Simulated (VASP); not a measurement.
# NaCaI3 (Pm-3m) in VASP: further runs

Aim: see how the results for NaCaI3 move with the level of theory and the settings. Levels: PBE, r2SCAN. Tasks: single point.

All numbers are computed with VASP 6.6.1; they aren't measurements. Logs are shortened: lines on timing, memory, paths and dates and some standing lists are left out, and cuts for length are marked.

### Step 1. The cell of the first run

The structure is cubic, space group Pm-3m (No. 221). Conventional cell: a = 6.206 Å, b = 6.206 Å, c = 6.206 Å, α = 90.00°, β = 90.00°, γ = 90.00°. Within 5.8 Å of Na (site symmetry m-3m) lie 12 I at 4.39 Å and 8 Ca at 5.37 Å. Ca (site symmetry m-3m) has 6 I at 3.10 Å within 4.1 Å. I (site symmetry 4/mmm) has 2 Ca at 3.10 Å within 4.1 Å.

### Step 2. Single point, PBE (47.80 Å³/atom)

INCAR reads:

```
ALGO = Normal
EDIFF = 1E-6
ENCUT = 520
GGA = PE
ISIF = 2
ISMEAR = 0
LASPH = T
LCHARG = T
LELF = T
LREAL = F
LVHAR = T
LWAVE = F
NBANDS = 27
NELM = 60
PREC = Accurate
SIGMA = 0.01
```

KPOINTS reads:

```
k-points
0
Gamma
  4 4 4
```

POSCAR reads:

```
NaCaI3
1.0
    6.2057568928      0.0000000000      0.0000000000
    0.0000000000      6.2057568928      0.0000000000
    0.0000000000      0.0000000000      6.2057568928
Na Ca I
1 1 3
Direct
    0.0000000000      0.0000000000      0.0000000000
    0.5000000000      0.5000000000      0.5000000000
    0.5000000000      0.5000000000      0.0000000000
    0.5000000000      0.0000000000      0.5000000000
    0.0000000000      0.5000000000      0.5000000000
```

Potentials or basis: VASP PAW PBE potentials, release 64 (Na_pv, Ca_sv, I).

Started as:

```console
$ cat potpaw_PBE.64/Na_pv/POTCAR potpaw_PBE.64/Ca_sv/POTCAR potpaw_PBE.64/I/POTCAR > POTCAR
$ mpirun -np 1 vasp_std > vasp.out
```

OUTCAR:

```text
EDIFF = 1E-6
   ENCUT = 520
   GGA = PE
   ISIF = 2
   ISMEAR = 0
   LASPH = T
   LREAL = F
   NELM = 60
   PREC = Accurate

 ion  position               nearest neighbor table
   1  0.000  0.000  0.000-
   2  0.500  0.500  0.500-   3 3.10   4 3.10   5 3.10   3 3.10   4 3.10   5 3.10
   3  0.500  0.500  0.000-   2 3.10   2 3.10
   4  0.500  0.000  0.500-   2 3.10   2 3.10
   5  0.000  0.500  0.500-   2 3.10   2 3.10

  LATTYP: Found a simple cubic cell.
 ALAT       =     6.2057568928

  Lattice vectors:

 A1 = (   6.2057568928,   0.0000000000,   0.0000000000)
 A2 = (   0.0000000000,   6.2057568928,   0.0000000000)
 A3 = (   0.0000000000,   0.0000000000,   6.2057568928)

Analysis of symmetry for initial positions (statically):
=====================================================================
 Subroutine PRICEL returns:
 Original cell was already a primitive cell.

 Routine SETGRP: Setting up the symmetry group for a
 simple cubic supercell.

 Subroutine GETGRP returns: Found 48 space group operations
 (whereof 48 operations were pure point group operations)
 out of a pool of 48 trial point group operations.

The static configuration has the point symmetry O_h .

Analysis of symmetry for dynamics (positions and initial velocities):
=====================================================================
 Subroutine PRICEL returns:
 Original cell was already a primitive cell.

 Routine SETGRP: Setting up the symmetry group for a
 simple cubic supercell.

 Subroutine GETGRP returns: Found 48 space group operations
 (whereof 48 operations were pure point group operations)
 out of a pool of 48 trial point group operations.

The dynamic configuration has the point symmetry O_h .

 Subroutine INISYM returns: Found 48 space group operations
 (whereof 48 operations are pure point group operations),
 and found     1 'primitive' translations

----------------------------------------------------------------------------------------

                                     Primitive cell

  volume of cell :     238.9925

  direct lattice vectors                    reciprocal lattice vectors
     6.205756893  0.000000000  0.000000000     0.161140698  0.000000000  0.000000000
     0.000000000  6.205756893  0.000000000     0.000000000  0.161140698  0.000000000
     0.000000000  0.000000000  6.205756893     0.000000000  0.000000000  0.161140698

  length of vectors
     6.205756893  6.205756893  6.205756893     0.161140698  0.161140698  0.161140698

  position of ions in fractional coordinates (direct lattice)
     0.000000000  0.000000000  0.000000000
     0.500000000  0.500000000  0.500000000
     0.500000000  0.500000000  0.000000000
     0.500000000  0.000000000  0.500000000
     0.000000000  0.500000000  0.500000000

  ion indices of the primitive-cell ions
   primitive index   ion index
                 1           1
                 2           2
                 3           3
                 4           4
                 5           5

----------------------------------------------------------------------------------------

 KPOINTS: k-points

Automatic generation of k-mesh.
 Grid dimensions read from file:
 generate k-points for:    4    4    4

 Generating k-lattice:

  Cartesian coordinates                     Fractional coordinates (reciprocal lattice)
     0.040285175  0.000000000  0.000000000     0.250000000  0.000000000  0.000000000
     0.000000000  0.040285175  0.000000000     0.000000000  0.250000000  0.000000000
     0.000000000  0.000000000  0.040285175     0.000000000  0.000000000  0.250000000

  Length of vectors
     0.040285175  0.040285175  0.040285175

  Shift w.r.t. Gamma in fractional coordinates (k-lattice)
     0.000000000  0.000000000  0.000000000

 Subroutine IBZKPT returns following result:
 ===========================================

 Found     10 irreducible k-points:

 Following reciprocal coordinates:
            Coordinates               Weight
  0.000000  0.000000  0.000000      1.000000
  0.250000  0.000000  0.000000      6.000000
  0.500000  0.000000  0.000000      3.000000
  0.250000  0.250000  0.000000     12.000000
  0.500000  0.250000  0.000000     12.000000
  0.500000  0.500000  0.000000      3.000000
  0.250000  0.250000  0.250000      8.000000
  0.500000  0.250000  0.250000     12.000000
  0.500000  0.500000  0.250000      6.000000
  0.500000  0.500000  0.500000      1.000000
   k-points           NKPTS =     10   k-points in BZ     NKDIM =     10   number of bands    NBANDS=     27
   number of dos      NEDOS =    301   number of ions     NIONS =      5
   total plane-waves  NPLWV = 110592
   dimension x,y,z NGX =    48 NGY =   48 NGZ =   48
   dimension x,y,z NGXF=    96 NGYF=   96 NGZF=   96
   ions per type =               1   1   3
   NGX,Y,Z   is equivalent  to a cutoff of  12.86, 12.86, 12.86 a.u.
   NGXF,Y,Z  is equivalent  to a cutoff of  25.72, 25.72, 25.72 a.u.
 SYSTEM =  unknown system
   PREC   = accura    normal or accurate (medium, high low for compatibility)
   ISTART =      0    job   : 0-new  1-cont  2-samecut
   ICHARG =      2    charge: 1-file 2-atom 10-const
   ISPIN  =      1    spin polarized calculation?
   LNONCOLLINEAR =      F non collinear calculations
   LSORBIT =      F    spin-orbit coupling
   LASPH  =      T    aspherical Exc in radial PAW
   ENCUT  =  520.0 eV  38.22 Ry    6.18 a.u.  11.54 11.54 11.54*2*pi/ulx,y,z
   NELM   =     60;   NELMIN=  2; NELMDL= -5     # of ELM steps
   EDIFF  = 0.1E-05   stopping-criterion for ELM
   LREAL  =      F    real-space projection
   EDIFFG = 0.1E-04   stopping-criterion for IOM
   NSW    =      0    number of steps for IOM
   IBRION =     -1    ionic relax: 0-MD 1-quasi-New 2-CG
   NFREE  =      0    steps in history (QN), initial steepest desc. (CG)
   ISIF   =      2    stress and relaxation
   ISYM   =      2    0-nonsym 1-usesym 2-fastsym
   POTIM  = 0.5000    time-step for ionic-motion
   TEBEG  =    0.0;   TEEND  =   0.0 temperature during run
   PSTRESS=    0.0 pullay stress
   NELECT =      38.0000    total number of electrons
   NUPDOWN=      -1.0000    fix difference up-down
   EMIN   =  10.00;   EMAX   =-10.00  energy-range for DOS
   EFERMI =   0.00;   METHOD = LEGACY
   ISMEAR =     0;   SIGMA  =   0.01  broadening in eV -4-tet -1-fermi 0-gaus
   EFERMI_NEDOS =   21; number of points for ismear=-14 and -15
   IALGO  =     38    algorithm
   IMIX   =      4    mixing-type and parameters
     AMIX     =   0.40;   BMIX     =  1.00
     AMIX_MAG =   1.60;   BMIX_MAG =  1.00
  volume/ion in A,a.u.               =      47.80       322.56
  Fermi-wavevector in a.u.,A,eV,Ry     =   0.886900  1.675998 10.702226  0.786591
  Thomas-Fermi vector in A             =   2.008127
   LORBIT       =      0    0 simple, 1 ext, 2 COOP (PROOUT), +10 PAW based schemes
   GGA     = PE    functional components
   LHFCALC =     F    Hartree Fock is set to
   AEXX    =    0.0000 exact exchange contribution
   IVDW    =     0    specifies the selected vdW correction
   LEPSILON=     F    determine dielectric tensor
   LRPA    =     F    only Hartree local field effects (RPA)
 non-spin polarized calculation
 Gauss-broadening in eV      SIGMA  =   0.01
  energy-cutoff  :      520.00
  volume of cell :      238.99
 maximum number of plane-waves:      6488
 NGX is ok and might be reduce to    48
   NGX = 23   NGY = 23   NGZ = 23

 number of electron      38.0000023 magnetization

 Free energy of the ion-electron system (eV)
  ---------------------------------------------------
  ext. energy  EPLUGINS =         0.00000000
  ---------------------------------------------------
  free energy    TOTEN  =       -14.27015436 eV

  energy without entropy =      -14.27015436  energy(sigma->0) =      -14.27015436

 E-fermi :   0.4102     XC(G=0):  -6.7981

 val. band max:        0.2445416814   @ k =   0.5000   0.5000   0.5000
 cond. band min:       2.6528423306   @ k =   0.0000   0.0000   0.0000
 fundamental gap:      2.4083006493
 Fermi energy:         0.4102262866

 k-point     1 :       0.0000    0.0000    0.0000
  band No.  band energies     occupation
      1     -39.7959      2.00000
      2     -24.5244      2.00000
      3     -24.5244      2.00000
      4     -24.5244      2.00000
      5     -20.8105      2.00000
      6     -20.8105      2.00000
[... 19 lines left out ...]
     26       5.0393      0.00000
     27       6.0550      0.00000

 k-point     2 :       0.2500    0.0000    0.0000
  band No.  band energies     occupation
      1     -39.7959      2.00000
      2     -24.5244      2.00000
      3     -24.5244      2.00000
      4     -24.5244      2.00000
      5     -20.8121      2.00000
      6     -20.8105      2.00000
[... 19 lines left out ...]
     26       5.5764      0.00000
     27       5.9201      0.00000

 k-point     3 :       0.5000    0.0000    0.0000
  band No.  band energies     occupation
      1     -39.7959      2.00000
      2     -24.5245      2.00000
      3     -24.5244      2.00000
      4     -24.5244      2.00000
      5     -20.8137      2.00000
      6     -20.8104      2.00000
[... 19 lines left out ...]
     26       5.0440      0.00000
     27       6.5269      0.00000

 k-point     4 :       0.2500    0.2500    0.0000
  band No.  band energies     occupation
      1     -39.7959      2.00000
      2     -24.5244      2.00000
      3     -24.5244      2.00000
      4     -24.5244      2.00000
      5     -20.8121      2.00000
      6     -20.8120      2.00000
[... 19 lines left out ...]
     26       5.7400      0.00000
     27       6.0211      0.00000
[... 96 lines left out ...]
      4     -24.5244      2.00000
      5     -20.8136      2.00000
      6     -20.8119      2.00000
[... 19 lines left out ...]
     26       5.8352      0.00000
     27       5.9977      0.00000

 k-point     9 :       0.5000    0.5000    0.2500
  band No.  band energies     occupation
      1     -39.7960      2.00000
      2     -24.5244      2.00000
      3     -24.5244      2.00000
      4     -24.5244      2.00000
      5     -20.8135      2.00000
      6     -20.8135      2.00000
[... 19 lines left out ...]
     26       6.1428      0.00000
     27       6.4431      0.00000

 k-point    10 :       0.5000    0.5000    0.5000
  band No.  band energies     occupation
      1     -39.7960      2.00000
      2     -24.5244      2.00000
      3     -24.5244      2.00000
      4     -24.5244      2.00000
      5     -20.8135      2.00000
      6     -20.8135      2.00000
[... 19 lines left out ...]
     26       5.8202      0.00000
     27       7.1419      0.00000

------------------------ aborting loop because EDIFF is reached ----------------------------------------

  FORCE on cell =-STRESS in cart. coord.  units (eV):
  Direction    XX          YY          ZZ          XY          YZ          ZX
  --------------------------------------------------------------------------------------
  -------------------------------------------------------------------------------------
  Total       -0.5497584     -0.5497584     -0.5497584     -0.0000000     -0.0000000      0.0000000
  in kB       -3.6855152     -3.6855152     -3.6855152     -0.0000000     -0.0000000      0.0000000
  external PRESSURE =      -3.6855152 kB  Pullay stress =       0.0000000 kB

 VOLUME and BASIS-vectors are now :
 -----------------------------------------------------------------------------
  energy-cutoff  :      520.00
  volume of cell :      238.99
      direct lattice vectors                 reciprocal lattice vectors
     6.205756893  0.000000000  0.000000000     0.161140698  0.000000000  0.000000000
     0.000000000  6.205756893  0.000000000     0.000000000  0.161140698  0.000000000
     0.000000000  0.000000000  6.205756893     0.000000000  0.000000000  0.161140698

 POSITION                                       TOTAL-FORCE (eV/Angst)
 -----------------------------------------------------------------------------------
      0.00000      0.00000      0.00000         0.000000      0.000000      0.000000
      3.10288      3.10288      3.10288         0.000000      0.000000      0.000000
      3.10288      3.10288      0.00000         0.000000      0.000000      0.000000
      3.10288      0.00000      3.10288         0.000000      0.000000      0.000000
      0.00000      3.10288      3.10288         0.000000      0.000000      0.000000
 -----------------------------------------------------------------------------------
    total drift:                                0.000000     -0.000000     -0.000000

  FREE ENERGIE OF THE ION-ELECTRON SYSTEM (eV)
  ---------------------------------------------------
  free  energy   TOTEN  =       -14.2701543645 eV

  energy  without entropy=      -14.2701543645  energy(sigma->0) =      -14.27015436
```

It took 33 s on 1 thread of Intel Xeon 6975P-C (Granite Rapids), shared host; peak memory 0.35 GiB.

What came out:

```
Free energy            : -14.2702 eV
Pressure               : -0.4 GPa
Band gap on the k mesh : 2.41 eV (least direct gap 2.74 eV)
```

Caveat: spin-orbit coupling is left out, which moves the levels of the heavy elements.

(Part 1 of 2 ends here.)
